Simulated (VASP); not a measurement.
Input of a VASP 6.6.1 run:

POSCAR

```
Si7Ge
1.0
    5.7413668519      0.0000000000      0.0000000000
    0.0000000000      5.7413668519      0.0000000000
    0.0000000000      0.0000000000      5.3312692196
Si Ge
7 1
Direct
    0.2524307582      0.2524307582      0.2524307582
    0.0000000000      0.5000000000      0.5000000000
    0.5000000000      0.5000000000      0.0000000000
    0.5000000000      0.0000000000      0.5000000000
    0.7475692418      0.2524307582      0.7475692418
    0.7475692418      0.7475692418      0.2524307582
    0.2524307582      0.7475692418      0.7475692418
    0.0000000000      0.0000000000      0.0000000000
```

INCAR.step1

```
PREC     = Accurate       # precision mode
ENCUT    = 520            # plane-wave cutoff, eV
ISMEAR   = 0              # smearing method
SIGMA    = 0.05           # smearing width, eV
LREAL    = False          # projectors in reciprocal space
LASPH    = True           # aspherical terms in the spheres
NELM     = 80             # most SCF steps
NBANDS   = 31             # bands
GGA      = PE             # functional
ALGO     = Normal         # electronic algorithm
EDIFF    = 1E-4           # SCF threshold, eV
LWAVE    = True           # write WAVECAR
LCHARG   = False          # write CHGCAR
```

INCAR.step2

```
PREC     = Accurate       # precision mode
ENCUT    = 520            # plane-wave cutoff, eV
EDIFF    = 1E-7           # SCF threshold, eV
ISMEAR   = 0              # smearing method
SIGMA    = 0.05           # smearing width, eV
LREAL    = False          # projectors in reciprocal space
LASPH    = True           # aspherical terms in the spheres
NELM     = 80             # most SCF steps
ALGO     = Normal         # electronic algorithm
ISIF     = 2              # what is computed and relaxed
LWAVE    = False          # write WAVECAR
LCHARG   = False          # write CHGCAR
METAGGA  = R2SCAN         # meta-GGA
LMIXTAU  = True         
NBANDS   = 31             # bands
ISTART   = 1
```

The input KPOINTS:

```
Automatic mesh
0
Gamma
  6 6 6
```

Potentials or basis: VASP PAW PBE potentials, release 64 (Si, Ge_d).

The run is started by

```console
$ cat potpaw_PBE.64/Si/POTCAR potpaw_PBE.64/Ge_d/POTCAR > POTCAR
$ cp INCAR.step1 INCAR
$ mpirun -np 1 vasp_std > vasp.out
$ cp INCAR.step2 INCAR
$ mpirun -np 1 vasp_std > vasp.out
```

(1) What does it give for the pressure?

(2) Predict the band gap on the k mesh.

Results:

(1) -6.0 GPa.

(2) 0.11 eV, indirect (least direct gap 0.24 eV).

Caveat: the cell differs from its parent crystal (strain +0.050 along x and y, -0.025 along z); the PAW data sets were made with another functional, which shifts forces and pressure a little.
